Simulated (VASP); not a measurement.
# CsI2 (Fd-3m) in VASP: notebook

CsI2 is run at these levels: PBE; tasks: single point, relaxation of cell and atoms.

Everything below comes from runs of VASP 6.6.1. Logs are shortened: lines on timing, memory, paths and dates and some standing lists are left out, and cuts for length are marked.

**1. The cell of the first run**

Symmetry: Fd-3m, No. 227, cubic system. Conventional cell: a = 10.479 Å, b = 10.479 Å, c = 10.479 Å, α = 90.00°, β = 90.00°, γ = 90.00°. Cs (site symmetry -43m) has 12 I at 4.34 Å and 4 Cs at 4.54 Å within 5.7 Å. Within 4.9 Å of I (site symmetry -3m) lie 6 I at 3.70 Å and 6 Cs at 4.34 Å.

**2. Single point, PBE**

INCAR reads:

```
SYSTEM = CsI2
ALGO = Normal ; EDIFF = 1E-6
ENCUT = 520 ; GGA = PE
ISIF = 2 ; ISMEAR = 0
LASPH = .True. ; LCHARG = .False.
LREAL = .False. ; LWAVE = .False.
NBANDS = 32 ; NELM = 60
PREC = Accurate ; SIGMA = 0.1
```

KPOINTS reads:

```
k-points
0
Gamma
  4 4 4
  0 0 0
```

POSCAR reads:

```
CsI2
1.0
    0.0000000000      5.2396035600      5.2396035600
    5.2396035600      0.0000000000      5.2396035600
    5.2396035600      5.2396035600      0.0000000000
Cs I
2 4
Direct
    0.5000000000      0.5000000000      0.5000000000
    0.7500000000      0.7500000000      0.7500000000
    0.1250000000      0.1250000000      0.1250000000
    0.6250000000      0.1250000000      0.1250000000
    0.1250000000      0.6250000000      0.1250000000
    0.1250000000      0.1250000000      0.6250000000
```

Potentials or basis: VASP PAW PBE potentials, release 64 (Cs_sv, I).

The run is started by

```bash
> cat potpaw_PBE.64/Cs_sv/POTCAR potpaw_PBE.64/I/POTCAR > POTCAR
> mpirun -np 1 vasp_std > vasp.out
```

OUTCAR:

```text
SYSTEM = CsI2
   EDIFF = 1E-6
   ENCUT = 520
   GGA = PE
   ISIF = 2
   ISMEAR = 0
   LASPH = .True.
   LREAL = .False.
   NELM = 60
   PREC = Accurate

 ion  position               nearest neighbor table
   1  0.500  0.500  0.500-
   2  0.750  0.750  0.750-
   3  0.125  0.125  0.125-
   4  0.625  0.125  0.125-
   5  0.125  0.625  0.125-
   6  0.125  0.125  0.625-

  LATTYP: Found a face centered cubic cell.
 ALAT       =    10.4792071200

  Lattice vectors:

 A1 = (   0.0000000000,   5.2396035600,   5.2396035600)
 A2 = (   5.2396035600,   0.0000000000,   5.2396035600)
 A3 = (   5.2396035600,   5.2396035600,   0.0000000000)

Analysis of symmetry for initial positions (statically):
=====================================================================
 Subroutine PRICEL returns:
 Original cell was already a primitive cell.

 Routine SETGRP: Setting up the symmetry group for a
 face centered cubic supercell.

 Subroutine GETGRP returns: Found 48 space group operations
 (whereof 24 operations were pure point group operations)
 out of a pool of 48 trial point group operations.

The static configuration has the point symmetry T_d .
 The point group associated with its full space group is O_h .

Analysis of symmetry for dynamics (positions and initial velocities):
=====================================================================
 Subroutine PRICEL returns:
 Original cell was already a primitive cell.

 Routine SETGRP: Setting up the symmetry group for a
 face centered cubic supercell.

 Subroutine GETGRP returns: Found 48 space group operations
 (whereof 24 operations were pure point group operations)
 out of a pool of 48 trial point group operations.

The dynamic configuration has the point symmetry T_d .
 The point group associated with its full space group is O_h .

 Subroutine INISYM returns: Found 48 space group operations
 (whereof 24 operations are pure point group operations),
 and found     1 'primitive' translations

----------------------------------------------------------------------------------------

                                     Primitive cell

  volume of cell :     287.6903

  direct lattice vectors                    reciprocal lattice vectors
     0.000000000  5.239603560  5.239603560    -0.095427067  0.095427067  0.095427067
     5.239603560  0.000000000  5.239603560     0.095427067 -0.095427067  0.095427067
     5.239603560  5.239603560  0.000000000     0.095427067  0.095427067 -0.095427067

  length of vectors
     7.409918416  7.409918416  7.409918416     0.165284528  0.165284528  0.165284528

  position of ions in fractional coordinates (direct lattice)
     0.500000000  0.500000000  0.500000000
     0.750000000  0.750000000  0.750000000
     0.125000000  0.125000000  0.125000000
     0.625000000  0.125000000  0.125000000
     0.125000000  0.625000000  0.125000000
     0.125000000  0.125000000  0.625000000

  ion indices of the primitive-cell ions
   primitive index   ion index
                 1           1
                 2           2
                 3           3
                 4           4
                 5           5
                 6           6

----------------------------------------------------------------------------------------

 KPOINTS: k-points

Automatic generation of k-mesh.
 Grid dimensions read from file:
 generate k-points for:    4    4    4

 Generating k-lattice:

  Cartesian coordinates                     Fractional coordinates (reciprocal lattice)
    -0.023856767  0.023856767  0.023856767     0.250000000  0.000000000  0.000000000
     0.023856767 -0.023856767  0.023856767     0.000000000  0.250000000  0.000000000
     0.023856767  0.023856767 -0.023856767     0.000000000  0.000000000  0.250000000

  Length of vectors
     0.041321132  0.041321132  0.041321132

  Shift w.r.t. Gamma in fractional coordinates (k-lattice)
     0.000000000  0.000000000  0.000000000

 Subroutine IBZKPT returns following result:
 ===========================================

 Found      8 irreducible k-points:

 Following reciprocal coordinates:
            Coordinates               Weight
  0.000000  0.000000  0.000000      1.000000
  0.250000  0.000000  0.000000      8.000000
  0.500000  0.000000  0.000000      4.000000
  0.250000  0.250000  0.000000      6.000000
  0.500000  0.250000  0.000000     24.000000
 -0.250000  0.250000  0.000000     12.000000
  0.500000  0.500000  0.000000      3.000000
 -0.250000  0.500000  0.250000      6.000000
   k-points           NKPTS =      8   k-points in BZ     NKDIM =      8   number of bands    NBANDS=     32
   number of dos      NEDOS =    301   number of ions     NIONS =      6
   total plane-waves  NPLWV = 175616
   dimension x,y,z NGX =    56 NGY =   56 NGZ =   56
   dimension x,y,z NGXF=   112 NGYF=  112 NGZF=  112
   ions per type =               2   4
   NGX,Y,Z   is equivalent  to a cutoff of  12.56, 12.56, 12.56 a.u.
   NGXF,Y,Z  is equivalent  to a cutoff of  25.13, 25.13, 25.13 a.u.
 SYSTEM =  CsI2
   PREC   = accura    normal or accurate (medium, high low for compatibility)
   ISTART =      0    job   : 0-new  1-cont  2-samecut
   ICHARG =      2    charge: 1-file 2-atom 10-const
   ISPIN  =      1    spin polarized calculation?
   LNONCOLLINEAR =      F non collinear calculations
   LSORBIT =      F    spin-orbit coupling
   LASPH  =      T    aspherical Exc in radial PAW
   ENCUT  =  520.0 eV  38.22 Ry    6.18 a.u.  13.78 13.78 13.78*2*pi/ulx,y,z
   NELM   =     60;   NELMIN=  2; NELMDL= -5     # of ELM steps
   EDIFF  = 0.1E-05   stopping-criterion for ELM
   LREAL  =      F    real-space projection
   EDIFFG = 0.1E-04   stopping-criterion for IOM
   NSW    =      0    number of steps for IOM
   IBRION =     -1    ionic relax: 0-MD 1-quasi-New 2-CG
   NFREE  =      0    steps in history (QN), initial steepest desc. (CG)
   ISIF   =      2    stress and relaxation
   ISYM   =      2    0-nonsym 1-usesym 2-fastsym
   POTIM  = 0.5000    time-step for ionic-motion
   TEBEG  =    0.0;   TEEND  =   0.0 temperature during run
   PSTRESS=    0.0 pullay stress
   NELECT =      46.0000    total number of electrons
   NUPDOWN=      -1.0000    fix difference up-down
   EMIN   =  10.00;   EMAX   =-10.00  energy-range for DOS
   EFERMI =   0.00;   METHOD = LEGACY
   ISMEAR =     0;   SIGMA  =   0.10  broadening in eV -4-tet -1-fermi 0-gaus
   EFERMI_NEDOS =   21; number of points for ismear=-14 and -15
   IALGO  =     38    algorithm
   IMIX   =      4    mixing-type and parameters
     AMIX     =   0.40;   BMIX     =  1.00
     AMIX_MAG =   1.60;   BMIX_MAG =  1.00
  volume/ion in A,a.u.               =      47.95       323.57
  Fermi-wavevector in a.u.,A,eV,Ry     =   0.888558  1.679131 10.742275  0.789535
  Thomas-Fermi vector in A             =   2.010003
   LORBIT       =      0    0 simple, 1 ext, 2 COOP (PROOUT), +10 PAW based schemes
   GGA     = PE    functional components
   LHFCALC =     F    Hartree Fock is set to
   AEXX    =    0.0000 exact exchange contribution
   IVDW    =     0    specifies the selected vdW correction
   LEPSILON=     F    determine dielectric tensor
   LRPA    =     F    only Hartree local field effects (RPA)
 non-spin polarized calculation
 Gauss-broadening in eV      SIGMA  =   0.10
  energy-cutoff  :      520.00
  volume of cell :      287.69
 maximum number of plane-waves:      7799
   NGX = 27   NGY = 27   NGZ = 27

 number of electron      45.9999998 magnetization

 Free energy of the ion-electron system (eV)
  ---------------------------------------------------
  ext. energy  EPLUGINS =         0.00000000
  ---------------------------------------------------
  free energy    TOTEN  =       -12.25653026 eV

  energy without entropy =      -12.21401521  energy(sigma->0) =      -12.23527273

 E-fermi :   2.2840     XC(G=0):  -7.6870

 val. band max:        2.2802587552   @ k =   0.5000   0.5000   0.0000
 cond. band min:       2.3078198264   @ k =   0.5000   0.2500   0.0000
 fundamental gap:      0.0275610712
 Fermi energy:         2.2839934511

 k-point     1 :       0.0000    0.0000    0.0000
  band No.  band energies     occupation
      1     -19.9350      2.00000
      2     -19.8906      2.00000
      3     -10.2981      2.00000
      4      -9.3113      2.00000
      5      -9.3113      2.00000
      6      -9.3113      2.00000
[... 24 lines left out ...]
     31       7.3903      0.00000
     32       7.4801      0.00000

 k-point     2 :       0.2500    0.0000    0.0000
  band No.  band energies     occupation
      1     -19.9303      2.00000
      2     -19.8952      2.00000
      3     -10.2189      2.00000
      4      -9.4440      2.00000
      5      -9.3146      2.00000
      6      -9.3146      2.00000
[... 24 lines left out ...]
     31       7.1656      0.00000
     32       7.6366      0.00000

 k-point     3 :       0.5000    0.0000    0.0000
  band No.  band energies     occupation
      1     -19.9238      2.00000
      2     -19.9017      2.00000
      3     -10.1046      2.00000
      4      -9.6095      2.00000
      5      -9.3178      2.00000
      6      -9.3178      2.00000
[... 24 lines left out ...]
     31       6.7648      0.00000
     32       7.6563      0.00000

 k-point     4 :       0.2500    0.2500    0.0000
  band No.  band energies     occupation
      1     -19.9285      2.00000
      2     -19.8971      2.00000
      3     -10.1844      2.00000
      4      -9.4868      2.00000
      5      -9.3219      2.00000
      6      -9.3219      2.00000
[... 24 lines left out ...]
     31       7.3585      0.00000
     32       7.4403      0.00000

 k-point     5 :       0.5000    0.2500    0.0000
  band No.  band energies     occupation
      1     -19.9206      2.00000
      2     -19.9049      2.00000
      3     -10.0370      2.00000
      4      -9.6878      2.00000
      5      -9.3252      2.00000
      6      -9.3248      2.00000
[... 24 lines left out ...]
     31       7.0022      0.00000
     32       7.5562      0.00000

 k-point     6 :      -0.2500    0.2500    0.0000
  band No.  band energies     occupation
      1     -19.9238      2.00000
      2     -19.9017      2.00000
      3     -10.1011      2.00000
      4      -9.6101      2.00000
      5      -9.3238      2.00000
      6      -9.3179      2.00000
[... 24 lines left out ...]
     31       7.1919      0.00000
     32       7.7285      0.00000

 k-point     7 :       0.5000    0.5000    0.0000
  band No.  band energies     occupation
      1     -19.9127      2.00000
      2     -19.9127      2.00000
      3      -9.8674      2.00000
      4      -9.8674      2.00000
      5      -9.3325      2.00000
      6      -9.3325      2.00000
[... 24 lines left out ...]
     31       7.3884      0.00000
     32       7.3885      0.00000

 k-point     8 :      -0.2500    0.5000    0.2500
  band No.  band energies     occupation
      1     -19.9127      2.00000
      2     -19.9127      2.00000
      3      -9.8706      2.00000
      4      -9.8706      2.00000
      5      -9.3275      2.00000
      6      -9.3275      2.00000
[... 24 lines left out ...]
     31       7.2058      0.00000
     32       7.2058      0.00000

------------------------ aborting loop because EDIFF is reached ----------------------------------------

  FORCE on cell =-STRESS in cart. coord.  units (eV):
  Direction    XX          YY          ZZ          XY          YZ          ZX
  --------------------------------------------------------------------------------------
  -------------------------------------------------------------------------------------
  Total        0.3457137      0.3457137      0.3457137      0.0000000      0.0000000      0.0000000
  in kB        1.9253153      1.9253153      1.9253153      0.0000000      0.0000000      0.0000000
  external PRESSURE =       1.9253153 kB  Pullay stress =       0.0000000 kB

 VOLUME and BASIS-vectors are now :
 -----------------------------------------------------------------------------
  energy-cutoff  :      520.00
  volume of cell :      287.69
      direct lattice vectors                 reciprocal lattice vectors
     0.000000000  5.239603560  5.239603560    -0.095427067  0.095427067  0.095427067
     5.239603560  0.000000000  5.239603560     0.095427067 -0.095427067  0.095427067
     5.239603560  5.239603560  0.000000000     0.095427067  0.095427067 -0.095427067

 POSITION                                       TOTAL-FORCE (eV/Angst)
 -----------------------------------------------------------------------------------
      5.23960      5.23960      5.23960         0.000000      0.000000      0.000000
      7.85941      7.85941      7.85941        -0.000000     -0.000000     -0.000000
      1.30990      1.30990      1.30990         0.000000     -0.000000      0.000000
      1.30990      3.92970      3.92970         0.000000     -0.000000      0.000000
      3.92970      1.30990      3.92970         0.000000     -0.000000      0.000000
      3.92970      3.92970      1.30990         0.000000     -0.000000      0.000000
 -----------------------------------------------------------------------------------
    total drift:                                0.000000      0.000000      0.000000

  FREE ENERGIE OF THE ION-ELECTRON SYSTEM (eV)
  ---------------------------------------------------
  free  energy   TOTEN  =       -12.2565302567 eV

  energy  without entropy=      -12.2140152089  energy(sigma->0) =      -12.23527273
```

It took 2.6 min on 1 thread of Intel Xeon Platinum 8375C at 2.90GHz (Ice Lake), shared host; peak memory 0.44 GiB.

What came out:

| Property | Result |
| --- | --- |
| Free energy | -12.2565 eV |
| Pressure | 0.2 GPa |
| Band gap on the k mesh | zero (band 23 reaches 2.52 eV, above the bottom of band 24 at 1.96 eV) |

Levels at points of the mesh, in eV from the Fermi level:
| k point | band 20 | band 21 | band 22 | band 23 | band 24 | band 25 |
| --- | --- | --- | --- | --- | --- | --- |
| (0.00, 0.00, 0.00) | -0.47 | -0.47 | 0.24 | 0.24 | 0.24 | 2.01 |
| (0.50, 0.00, 0.00) | -1.67 | -1.67 | -0.45 | 0.11 | 0.11 | 2.91 |
| (0.50, 0.50, 0.00) | -1.70 | -1.69 | -1.69 | 0.00 | 0.00 | 3.78 |

Caveat: spin-orbit coupling is left out, which moves the levels of the heavy elements.

[end of part 1 of 2]
